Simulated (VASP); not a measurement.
Crystal: Rb2Ir.

```
CELL_PARAMETERS angstrom
0.00000 3.60221 3.60221
3.60221 0.00000 3.60221
3.60221 3.60221 0.00000
ATOMIC_POSITIONS crystal
Rb 0.25000 0.25000 0.25000
Rb 0.75000 0.75000 0.75000
Ir 0.00000 0.00000 0.00000
```

```yaml
Program: VASP 6.6.1
Task: relaxation of cell and atoms
Functional: PBE
Potentials_or_basis: VASP PAW PBE potentials, release 64 (Rb_sv, Ir_sv_GW)
Cutoff: 560 eV
k_mesh: 4 × 4 × 4
Occupations: gaussian, width 0.1 eV
Spin: no spin polarisation
```

At the start: pressure 7.4 GPa; volume 31.16 Å³/atom.

**Question.** Where does the relaxation end?

**Answer.** Over 4 steps the energy falls by 202.7 meV/atom and the volume is 42.79 Å³/atom (+37.3 %); space group Fm-3m (No. 225, to 0.1 Å) before and after.

Step by step:
| step | energy change (eV) | largest force (eV/Å) | pressure (GPa) | volume (Å³) |
| --- | --- | --- | --- | --- |
| 1 | 0.0000 | 0.0000 | 7.41 | 93.48 |
| 2 | -0.5461 | 0.0000 | 1.69 | 114.38 |
| 3 | -0.6001 | 0.0000 | -0.46 | 133.03 |
| 4 | -0.6081 | 0.0000 | -0.08 | 128.37 |

Final structure:
```
Rb Ir
1.0
     0.00000    4.00386    4.00386
     4.00386    0.00000    4.00386
     4.00386    4.00386    0.00000
Rb Ir
2 1
Cartesian
  2.0019 2.0019 2.0019
  6.0058 6.0058 6.0058
  0.0000 0.0000 0.0000
```

Caveat: the k points lie up to 0.34 Å⁻¹ apart in the final cell, too coarse for converged energies and pressures of a metal; the volume moved by over 15 % at a fixed basis, so the end points are rough.
